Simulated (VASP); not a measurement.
# SnS2 (P-3m1) in VASP: further runs

SnS2 is run at these levels: PBE, LDA, r2SCAN; tasks: single point.

All numbers are computed with VASP 6.6.1; they aren't measurements. Logs are shortened: lines on timing, memory, paths and dates and some standing lists are left out, and cuts for length are marked.

### Step 1. The cell of the first run

The structure is trigonal, space group P-3m1 (No. 164). Conventional cell: a = 3.661 Å, b = 3.661 Å, c = 5.962 Å, α = 90.00°, β = 90.00°, γ = 120.00°. Sn (site symmetry -3m) has 6 S at 2.57 Å within 3.4 Å. S (site symmetry 3m) has 3 Sn at 2.57 Å within 3.4 Å.

### Step 2. Single point, PBE

INCAR

```
SYSTEM = SnS2
  PREC = Accurate
  ENCUT = 500
  EDIFF = 1E-6
  ISMEAR = 0
  SIGMA = 0.01
  LREAL = .FALSE.
  LASPH = .TRUE.
  NELM = 120
  ALGO = Normal
  ISIF = 2
  LWAVE = .FALSE.
  LCHARG = .FALSE.
  GGA = PE
  NBANDS = 20
  GGA_COMPAT = .FALSE.
```

KPOINTS

```
Automatic mesh
0
G
  6 6 2
  0 0 0
```

POSCAR

```
SnS2
1.0
    3.6607574689      0.0000000000      0.0000000000
   -1.8303787344      3.1703089651      0.0000000000
    0.0000000000      0.0000000000      5.9618049349
Sn S
1 2
Direct
    0.0000000000      0.0000000000      0.0000000000
    0.3333333333      0.6666666667      0.2455903383
    0.6666666667      0.3333333333      0.7544096617
```

Potentials or basis: VASP PAW PBE potentials, release 64 (Sn_d, S).

Started as:

```console
$ cat potpaw_PBE.64/Sn_d/POTCAR potpaw_PBE.64/S/POTCAR > POTCAR
$ mpirun -np 1 vasp_std > vasp.out
```

OUTCAR:

```text
SYSTEM = SnS2
   PREC = Accurate
   ENCUT = 500
   EDIFF = 1E-6
   ISMEAR = 0
   LREAL = .FALSE.
   LASPH = .TRUE.
   NELM = 120
   ISIF = 2
   GGA = PE

 ion  position               nearest neighbor table
   1  0.000  0.000  0.000-   2 2.57   3 2.57   2 2.57   3 2.57   3 2.57   2 2.57
   2  0.333  0.667  0.246-   1 2.57   1 2.57   1 2.57
   3  0.667  0.333  0.754-   1 2.57   1 2.57   1 2.57

  LATTYP: Found a hexagonal cell.
 ALAT       =     3.6607574689
 C/A-ratio  =     1.6285714051

  Lattice vectors:

 A1 = (   3.6607574689,   0.0000000000,   0.0000000000)
 A2 = (  -1.8303787344,   3.1703089651,   0.0000000000)
 A3 = (   0.0000000000,   0.0000000000,   5.9618049349)

Analysis of symmetry for initial positions (statically):
=====================================================================
 Subroutine PRICEL returns:
 Original cell was already a primitive cell.

 Routine SETGRP: Setting up the symmetry group for a
 hexagonal supercell.

 Subroutine GETGRP returns: Found 12 space group operations
 (whereof 12 operations were pure point group operations)
 out of a pool of 24 trial point group operations.

The static configuration has the point symmetry D_3d.

Analysis of symmetry for dynamics (positions and initial velocities):
=====================================================================
 Subroutine PRICEL returns:
 Original cell was already a primitive cell.

 Routine SETGRP: Setting up the symmetry group for a
 hexagonal supercell.

 Subroutine GETGRP returns: Found 12 space group operations
 (whereof 12 operations were pure point group operations)
 out of a pool of 24 trial point group operations.

The dynamic configuration has the point symmetry D_3d.

 Subroutine INISYM returns: Found 12 space group operations
 (whereof 12 operations are pure point group operations),
 and found     1 'primitive' translations

----------------------------------------------------------------------------------------

                                     Primitive cell

  volume of cell :      69.1911

  direct lattice vectors                    reciprocal lattice vectors
     3.660757469  0.000000000  0.000000000     0.273167509  0.157713335  0.000000000
    -1.830378734  3.170308965  0.000000000     0.000000000  0.315426670  0.000000000
     0.000000000  0.000000000  5.961804935     0.000000000  0.000000000  0.167734438

  length of vectors
     3.660757469  3.660757469  5.961804935     0.315426670  0.315426670  0.167734438

[... 70 lines left out ...]
   NELM   =    120;   NELMIN=  2; NELMDL= -5     # of ELM steps
   EDIFF  = 0.1E-05   stopping-criterion for ELM
   LREAL  =      F    real-space projection
   EDIFFG = 0.1E-04   stopping-criterion for IOM
   NSW    =      0    number of steps for IOM
   IBRION =     -1    ionic relax: 0-MD 1-quasi-New 2-CG
   NFREE  =      0    steps in history (QN), initial steepest desc. (CG)
   ISIF   =      2    stress and relaxation
   ISYM   =      2    0-nonsym 1-usesym 2-fastsym
   POTIM  = 0.5000    time-step for ionic-motion
   TEBEG  =    0.0;   TEEND  =   0.0 temperature during run
   PSTRESS=    0.0 pullay stress
   NELECT =      26.0000    total number of electrons
   NUPDOWN=      -1.0000    fix difference up-down
   EMIN   =  10.00;   EMAX   =-10.00  energy-range for DOS
   EFERMI =   0.00;   METHOD = LEGACY
   ISMEAR =     0;   SIGMA  =   0.01  broadening in eV -4-tet -1-fermi 0-gaus
   EFERMI_NEDOS =   21; number of points for ismear=-14 and -15
   IALGO  =     38    algorithm
   IMIX   =      4    mixing-type and parameters
     AMIX     =   0.40;   BMIX     =  1.00
     AMIX_MAG =   1.60;   BMIX_MAG =  1.00
  volume/ion in A,a.u.               =      23.06       155.64
  Fermi-wavevector in a.u.,A,eV,Ry     =   1.181361  2.232448 18.988468  1.395613
  Thomas-Fermi vector in A             =   2.317636
   LORBIT       =      0    0 simple, 1 ext, 2 COOP (PROOUT), +10 PAW based schemes
   GGA     = PE    functional components
   LHFCALC =     F    Hartree Fock is set to
   AEXX    =    0.0000 exact exchange contribution
   IVDW    =     0    specifies the selected vdW correction
   LEPSILON=     F    determine dielectric tensor
   LRPA    =     F    only Hartree local field effects (RPA)
 non-spin polarized calculation
 Gauss-broadening in eV      SIGMA  =   0.01
  energy-cutoff  :      500.00
  volume of cell :       69.19
 maximum number of plane-waves:      1762
 NGX is ok and might be reduce to    28
   NGX = 13   NGY = 13   NGZ = 21

 number of electron      26.0000007 magnetization

 Free energy of the ion-electron system (eV)
  ---------------------------------------------------
  ext. energy  EPLUGINS =         0.00000000
  ---------------------------------------------------
  free energy    TOTEN  =       -13.16854325 eV

  energy without entropy =      -13.16854325  energy(sigma->0) =      -13.16854325

 E-fermi :   4.4894     XC(G=0):  -9.5064

 val. band max:        4.4264858852   @ k =   0.0000   0.0000   0.0000
 cond. band min:       5.9611238386   @ k =   0.5000   0.0000   0.5000
 fundamental gap:      1.5346379534
 Fermi energy:         4.4893879744

 k-point     1 :       0.0000    0.0000    0.0000
  band No.  band energies     occupation
      1     -16.4544      2.00000
      2     -16.4544      2.00000
      3     -16.4147      2.00000
      4     -16.3869      2.00000
      5     -16.3869      2.00000
      6      -9.2709      2.00000
[... 311 lines left out ...]
     19      13.9908      0.00000
     20      14.0782      0.00000

------------------------ aborting loop because EDIFF is reached ----------------------------------------

  FORCE on cell =-STRESS in cart. coord.  units (eV):
  Direction    XX          YY          ZZ          XY          YZ          ZX
  --------------------------------------------------------------------------------------
  -------------------------------------------------------------------------------------
  Total        1.2944831      1.2944831      1.2757569      0.0000000      0.0000000      0.0000000
  in kB       29.9748246     29.9748246     29.5412040      0.0000000      0.0000000      0.0000000
  external PRESSURE =      29.8302844 kB  Pullay stress =       0.0000000 kB

 VOLUME and BASIS-vectors are now :
 -----------------------------------------------------------------------------
  energy-cutoff  :      500.00
  volume of cell :       69.19
      direct lattice vectors                 reciprocal lattice vectors
     3.660757469  0.000000000  0.000000000     0.273167509  0.157713335  0.000000000
    -1.830378734  3.170308965  0.000000000     0.000000000  0.315426670  0.000000000
     0.000000000  0.000000000  5.961804935     0.000000000  0.000000000  0.167734438

 POSITION                                       TOTAL-FORCE (eV/Angst)
 -----------------------------------------------------------------------------------
      0.00000      0.00000      0.00000         0.000000      0.000000     -0.000000
     -0.00000      2.11354      1.46416        -0.000000     -0.000000      0.214708
      1.83038      1.05677      4.49764         0.000000      0.000000     -0.214708
 -----------------------------------------------------------------------------------
    total drift:                                0.000000     -0.000000     -0.000000

  FREE ENERGIE OF THE ION-ELECTRON SYSTEM (eV)
  ---------------------------------------------------
  free  energy   TOTEN  =       -13.1685432550 eV

  energy  without entropy=      -13.1685432550  energy(sigma->0) =      -13.16854325
```

OSZICAR:

```text
N       E                     dE             d eps       ncg     rms          rms(c)
DAV:   1     0.206294020399E+03    0.20629E+03   -0.12240E+04   584   0.150E+03
DAV:   2     0.102810573394E+02   -0.19601E+03   -0.18822E+03   604   0.388E+02
DAV:   3    -0.127268167805E+02   -0.23008E+02   -0.22268E+02   652   0.114E+02
DAV:   4    -0.136499181597E+02   -0.92310E+00   -0.91914E+00   688   0.239E+01
DAV:   5    -0.136790033586E+02   -0.29085E-01   -0.29079E-01   772   0.430E+00    0.870E+00
DAV:   6    -0.131939391553E+02    0.48506E+00   -0.96286E-01   848   0.106E+01    0.625E+00
DAV:   7    -0.131688225358E+02    0.25117E-01   -0.29395E-01   704   0.340E+00    0.206E+00
DAV:   8    -0.131680861522E+02    0.73638E-03   -0.28542E-02   772   0.164E+00    0.639E-01
DAV:   9    -0.131684976593E+02   -0.41151E-03   -0.27868E-03   680   0.400E-01    0.166E-01
DAV:  10    -0.131684893594E+02    0.82999E-05   -0.34757E-04   732   0.129E-01    0.744E-02
DAV:  11    -0.131685431755E+02   -0.53816E-04   -0.75295E-05   648   0.521E-02    0.226E-02
DAV:  12    -0.131685432550E+02   -0.79541E-07   -0.31587E-06   668   0.122E-02
   1 F= -.13168543E+02 E0= -.13168543E+02  d E =-.513430E-21
```

Run time: 10 s. Hardware: 1 thread of AMD EPYC 9R45 (Zen 5), shared host; peak memory 0.15 GiB.

What came out:

```
Free energy            : -13.1685 eV
Pressure               : 3.0 GPa
Largest force          : 0.215 eV/Å
Band gap on the k mesh : 1.53 eV (least direct gap 1.98 eV)
```

Forces in eV/Å, atoms in the order of the input:
```
Sn   0.000  0.000  0.000
S    0.000  0.000  0.215
S    0.000  0.000 -0.215
```

Caveat: the k points lie up to 0.53 Å⁻¹ apart; spin-orbit coupling is left out, which moves the levels of the heavy elements; this functional lacks dispersion, which binds the layers, so the pressure and a relaxed spacing across them are unreliable. A k mesh can miss the band edges.

### Step 3. Single point, LDA

INCAR

```
  PREC = Accurate
  ENCUT = 500
  EDIFF = 1E-6
  ISMEAR = 0
  SIGMA = 0.01
  LREAL = F
  LASPH = T
  NELM = 120
  ALGO = Normal
  ISIF = 2
  LWAVE = F
  LCHARG = F
  GGA = CA
  NBANDS = 20
  GGA_COMPAT = F
```

KPOINTS

```
Automatic mesh
0
Gamma
  6 6 2
```

POSCAR is that of step 2.

Potentials or basis: VASP PAW LDA potentials, release 64 (Sn_d, S).

Started as:

```console
$ cat potpaw_LDA.64/Sn_d/POTCAR potpaw_LDA.64/S/POTCAR > POTCAR
$ mpirun -np 1 vasp_std > vasp.out
```

Run time: 8.8 s. Hardware: 1 thread of AMD EPYC 9R45 (Zen 5), shared host; peak memory 0.13 GiB.

It converged, with:

| Quantity | Value |
| --- | --- |
| Free energy | -15.0537 eV |
| Pressure | -1.7 GPa |
| Largest force | 0.041 eV/Å |
| Band gap on the k mesh | 1.37 eV (least direct gap 1.74 eV) |

Forces in eV/Å, atoms in the order of the input:
```
Sn   0.000  0.000  0.000
S    0.000  0.000 -0.041
S    0.000  0.000  0.041
```

Stress tensor (GPa, compression positive):
```
-1.80  0.00  0.00
 0.00 -1.80  0.00
 0.00  0.00 -1.50
```

Levels at points of the mesh, in eV from the valence-band top:
```
           k point  band 9  band 10  band 11  band 12  band 13  band 14  band 15  band 16  band 17  band 18
(0.00, 0.00, 0.00)   -0.63    -0.63    -0.32    -0.32     0.00     1.74     3.47     5.28     5.28     8.79
(0.50, 0.00, 0.00)   -4.37    -2.65    -2.54    -0.95    -0.26     1.58     4.33     5.89     6.08     7.49
(0.00, 0.00, 0.50)   -1.85    -0.71    -0.71    -0.20    -0.20     2.90     3.53     5.05     5.05     8.78
(0.50, 0.00, 0.50)   -4.78    -2.40    -1.80    -0.68    -0.57     1.37     4.56     5.45     6.32     6.82
```

Caveat: the k points lie up to 0.53 Å⁻¹ apart; spin-orbit coupling is left out, which moves the levels of the heavy elements. A k mesh can miss the band edges.

### Step 4. Single point, PBE

INCAR

```
PREC = Accurate
ENCUT = 500
EDIFF = 1E-6
ISMEAR = 0
SIGMA = 0.01
LREAL = F
LASPH = T
NELM = 120
ALGO = Normal
ISIF = 2
LWAVE = F
LCHARG = F
GGA = PE
NBANDS = 20
GGA_COMPAT = F
```

KPOINTS is that of step 3.

POSCAR is that of step 3.

Potentials or basis: VASP PAW PBE potentials, release 64 (Sn_d, S).

Started as:

```console
$ cat potpaw_PBE.64/Sn_d/POTCAR potpaw_PBE.64/S/POTCAR > POTCAR
$ mpirun -np 1 vasp_std > vasp.out
```

It took 9.8 s on 1 thread of AMD EPYC 9R45 (Zen 5), shared host; peak memory 0.15 GiB.

It converged, with:

- Free energy: -13.1685 eV
- Pressure: 3.0 GPa
- Largest force: 0.215 eV/Å
- Band gap on the k mesh: 1.53 eV (least direct gap 1.98 eV)

Forces on the atoms (eV/Å):
```
Sn   0.000  0.000  0.000
S    0.000  0.000  0.215
S    0.000  0.000 -0.215
```

Levels at points of the mesh, in eV from the valence-band top:
```
           k point  band 10  band 11  band 12  band 13  band 14  band 15  band 16  band 17
(0.00, 0.00, 0.00)    -0.61    -0.31    -0.31     0.00     1.98     3.68     5.45     5.45
(0.50, 0.00, 0.00)    -2.59    -2.48    -0.90    -0.26     1.72     4.55     6.08     6.24
(0.00, 0.00, 0.50)    -0.68    -0.68    -0.20    -0.20     3.06     3.75     5.23     5.23
(0.50, 0.00, 0.50)    -2.35    -1.77    -0.65    -0.55     1.53     4.77     5.67     6.45
```

Caveat: the k points lie up to 0.53 Å⁻¹ apart; spin-orbit coupling is left out, which moves the levels of the heavy elements; this functional lacks dispersion, which binds the layers, so the pressure and a relaxed spacing across them are unreliable.

### Step 5. Single point, r2SCAN

POSCAR is that of step 4.

INCAR.step1

```
  PREC = Accurate
  ENCUT = 550
  ISMEAR = 0
  SIGMA = 0.01
  LREAL = F
  LASPH = T
  NELM = 120
  NBANDS = 20
  GGA = PE
  ALGO = Normal
  EDIFF = 1E-5
  LWAVE = T
  LCHARG = F
  GGA_COMPAT = F
```

INCAR.step2

```
  PREC = Accurate
  ENCUT = 550
  EDIFF = 1E-6
  ISMEAR = 0
  SIGMA = 0.01
  LREAL = F
  LASPH = T
  NELM = 120
  ALGO = Normal
  ISIF = 2
  LWAVE = F
  LCHARG = F
  METAGGA = R2SCAN
  LMIXTAU = T
  NBANDS = 20
  ISTART = 1
  GGA_COMPAT = F
```

KPOINTS is that of step 4.

Potentials or basis: VASP PAW PBE potentials, release 64 (Sn_d, S).

Started as:

```console
$ cat potpaw_PBE.64/Sn_d/POTCAR potpaw_PBE.64/S/POTCAR > POTCAR
$ cp INCAR.step1 INCAR
$ mpirun -np 1 vasp_std > vasp.out
$ cp INCAR.step2 INCAR
$ mpirun -np 1 vasp_std > vasp.out
```

OUTCAR:

```text
PREC = Accurate
   ENCUT = 550
   EDIFF = 1E-6
   ISMEAR = 0
   LREAL = F
   LASPH = T
   NELM = 120
   ISIF = 2
   METAGGA = R2SCAN
   ISTART = 1

 ion  position               nearest neighbor table
   1  0.000  0.000  0.000-   2 2.57   3 2.57   2 2.57   3 2.57   3 2.57   2 2.57
   2  0.333  0.667  0.246-   1 2.57   1 2.57   1 2.57
   3  0.667  0.333  0.754-   1 2.57   1 2.57   1 2.57

  LATTYP: Found a hexagonal cell.
 ALAT       =     3.6607574689
[... 504 lines left out ...]

  FORCE on cell =-STRESS in cart. coord.  units (eV):
  Direction    XX          YY          ZZ          XY          YZ          ZX
  --------------------------------------------------------------------------------------
  -------------------------------------------------------------------------------------
  Total        0.3818393      0.3818393      0.2987925      0.0000000      0.0000000      0.0000000
  in kB        8.8418038      8.8418038      6.9187874      0.0000000      0.0000000      0.0000000
  external PRESSURE =       8.2007984 kB  Pullay stress =       0.0000000 kB

 VOLUME and BASIS-vectors are now :
 -----------------------------------------------------------------------------
  energy-cutoff  :      550.00
  volume of cell :       69.19
      direct lattice vectors                 reciprocal lattice vectors
     3.660757469  0.000000000  0.000000000     0.273167509  0.157713335  0.000000000
    -1.830378734  3.170308965  0.000000000     0.000000000  0.315426670  0.000000000
     0.000000000  0.000000000  5.961804935     0.000000000  0.000000000  0.167734438

 POSITION                                       TOTAL-FORCE (eV/Angst)
 -----------------------------------------------------------------------------------
      0.00000      0.00000      0.00000        -0.000000      0.000000     -0.000000
     -0.00000      2.11354      1.46416        -0.000000      0.000000     -0.035562
      1.83038      1.05677      4.49764         0.000000     -0.000000      0.035562
 -----------------------------------------------------------------------------------
    total drift:                                0.000000     -0.000000     -0.000000

  FREE ENERGIE OF THE ION-ELECTRON SYSTEM (eV)
  ---------------------------------------------------
  free  energy   TOTEN  =       -42.2210381696 eV

  energy  without entropy=      -42.2210381696  energy(sigma->0) =      -42.22103817
```

OUTCAR.step1:

```text
PREC = Accurate
   ENCUT = 550
   ISMEAR = 0
   LREAL = F
[... 536 lines left out ...]
      0.00000      0.00000      0.00000         0.000000      0.000000      0.000000
     -0.00000      2.11354      1.46416        -0.000000     -0.000000      0.213959
      1.83038      1.05677      4.49764         0.000000      0.000000     -0.213959
 -----------------------------------------------------------------------------------
    total drift:                                0.000000     -0.000000      0.000000

  FREE ENERGIE OF THE ION-ELECTRON SYSTEM (eV)
  ---------------------------------------------------
  free  energy   TOTEN  =       -13.1685148429 eV

  energy  without entropy=      -13.1685148429  energy(sigma->0) =      -13.16851484
```

It took 59 s on 1 thread of AMD EPYC 9R45 (Zen 5), shared host; peak memory 0.16 GiB.

Results:

* Free energy: -42.2210 eV
* Pressure: 0.8 GPa
* Largest force: 0.036 eV/Å
* Band gap on the k mesh: 1.85 eV (least direct gap 2.30 eV)

Forces in eV/Å, atoms in the order of the input:
```
Sn   0.000  0.000  0.000
S    0.000  0.000 -0.036
S    0.000  0.000  0.036
```

Caveat: the k points lie up to 0.53 Å⁻¹ apart; the PAW data sets were made with another functional, which shifts forces and pressure a little; spin-orbit coupling is left out, which moves the levels of the heavy elements.

### Step 6. Single point, PBE

INCAR

```
PREC     = Accurate       # precision mode
ENCUT    = 500            # plane-wave cutoff, eV
EDIFF    = 1E-6           # SCF threshold, eV
ISMEAR   = 0              # smearing method
SIGMA    = 0.01           # smearing width, eV
LREAL    = F              # projectors in reciprocal space
LASPH    = T              # aspherical terms in the spheres
NELM     = 120            # most SCF steps
ALGO     = Normal         # electronic algorithm
ISIF     = 2              # what is computed and relaxed
LWAVE    = F              # write WAVECAR
LCHARG   = T              # write CHGCAR
GGA      = PE             # functional
LELF     = T              # ELF
LVHAR    = T            
NBANDS   = 20             # bands
GGA_COMPAT= F
```

KPOINTS

```
Automatic mesh
0
Gamma
  6 6 4
```

POSCAR is that of step 5.

Potentials or basis: VASP PAW PBE potentials, release 64 (Sn_d, S).

Started as:

```console
$ cat potpaw_PBE.64/Sn_d/POTCAR potpaw_PBE.64/S/POTCAR > POTCAR
$ mpirun -np 1 vasp_std > vasp.out
```

It took 17 s on 1 thread of AMD EPYC 9R45 (Zen 5), shared host; peak memory 0.16 GiB.

Results (log left out):

```
Free energy            : -13.1641 eV
Pressure               : 3.0 GPa
Largest force          : 0.209 eV/Å
Band gap on the k mesh : 1.51 eV (least direct gap 1.92 eV)
```

Forces in eV/Å, atoms in the order of the input:
```
Sn   0.000  0.000  0.000
S    0.000  0.000  0.209
S    0.000  0.000 -0.209
```

Levels at points of the mesh, in eV from the valence-band top:
| k point | band 11 | band 12 | band 13 | band 14 | band 15 | band 16 |
| --- | --- | --- | --- | --- | --- | --- |
| (0.00, 0.00, 0.00) | -0.31 | -0.31 | 0.00 | 1.98 | 3.68 | 5.45 |
| (0.50, 0.00, 0.00) | -2.48 | -0.90 | -0.26 | 1.72 | 4.55 | 6.08 |
| (0.00, 0.00, 0.50) | -0.68 | -0.20 | -0.20 | 3.06 | 3.74 | 5.23 |
| (0.50, 0.00, 0.50) | -1.77 | -0.65 | -0.55 | 1.53 | 4.77 | 5.67 |

Caveat: the cell stands under pressure; spin-orbit coupling is left out, which moves the levels of the heavy elements; this functional lacks dispersion, which binds the layers, so the pressure and a relaxed spacing across them are unreliable. A k mesh can miss the band edges.

### Step 7. Overview

```csv
level,potentials or basis,k mesh,cutoff (eV),gap on the mesh (eV),pressure (GPa),largest force (eV/Å)
PBE,"VASP PAW PBE potentials, release 64 (Sn_d, S)",6 × 6 × 2,500,1.53,3.0,0.21
LDA,"VASP PAW LDA potentials, release 64 (Sn_d, S)",6 × 6 × 2,500,1.37,-1.7,0.04
r2SCAN,"VASP PAW PBE potentials, release 64 (Sn_d, S)",6 × 6 × 2,550,1.85,0.8,0.04
PBE,"VASP PAW PBE potentials, release 64 (Sn_d, S)",6 × 6 × 4,500,1.51,3.0,0.21
```

Alike in all rows: task single point; no spin polarisation; cell as given; smearing gaussian 0.01 eV.

Caveats: some runs use coarse meshes; spin-orbit coupling is left out, which moves the levels of the heavy elements; this functional lacks dispersion, which binds the layers, so the pressure and a relaxed spacing across them are unreliable (at least some runs); the PAW data sets were made with another functional, which shifts forces and pressure a little (at least some runs); the cell stands under pressure (at least some runs).

Total energies depend on the potentials used, so only differences within one code and one set of settings carry meaning.
